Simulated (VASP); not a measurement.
A run of VASP 6.6.1 is set up as follows.

File INCAR:

```
ALGO     = Normal         # electronic algorithm
EDIFF    = 1E-7           # SCF threshold, eV
EDIFFG   = -0.002         # ionic threshold
ENCUT    = 500            # plane-wave cutoff, eV
GGA      = PE             # functional
GGA_COMPAT= F            
IBRION   = 2              # ionic algorithm
ISIF     = 3              # what is computed and relaxed
ISMEAR   = 0              # smearing method
IVDW     = 12             # dispersion correction
LASPH    = T              # aspherical terms in the spheres
LCHARG   = F              # write CHGCAR
LREAL    = F              # projectors in reciprocal space
LWAVE    = F              # write WAVECAR
NELM     = 120            # most SCF steps
NELMIN   = 4            
NSW      = 100            # ionic steps
PREC     = Accurate       # precision mode
SIGMA    = 0.02           # smearing width, eV
```

Contents of KPOINTS:

```
k-points
0
Gamma
  12 12 12
```

The input POSCAR:

```
MoS2
1.0
    1.5765948476      0.9102474612      5.9984771717
   -1.5765948476      0.9102474612      5.9984771717
    0.0000000000     -1.8204949178      5.9984771724
Mo S
1 2
Direct
    0.0002495973      0.0002495973      0.0002495973
    0.5799887949      0.5799887949      0.5799887949
    0.7537606078      0.7537606078      0.7537606078
```

Potentials or basis: VASP PAW PBE potentials, release 64 (Mo_sv, S).

The run is started by

```sh
$ cat potpaw_PBE.64/Mo_sv/POTCAR potpaw_PBE.64/S/POTCAR > POTCAR
$ mpirun -np 1 vasp_std > vasp.out
```

Estimate the relaxed volume.

17.19 Å³/atom.

What does it give for the relaxed cell?

a = 6.263 Å, b = 6.263 Å, c = 6.263 Å, α = 29.15°, β = 29.15°, γ = 29.15°.

Final structure:
```
CELL_PARAMETERS angstrom
1.57620 0.91002 5.99307
-1.57620 0.91002 5.99307
0.00000 -1.82004 5.99307
ATOMIC_POSITIONS crystal
Mo 0.00025 0.00025 0.00025
S 0.57994 0.57994 0.57994
S 0.75381 0.75381 0.75381
```
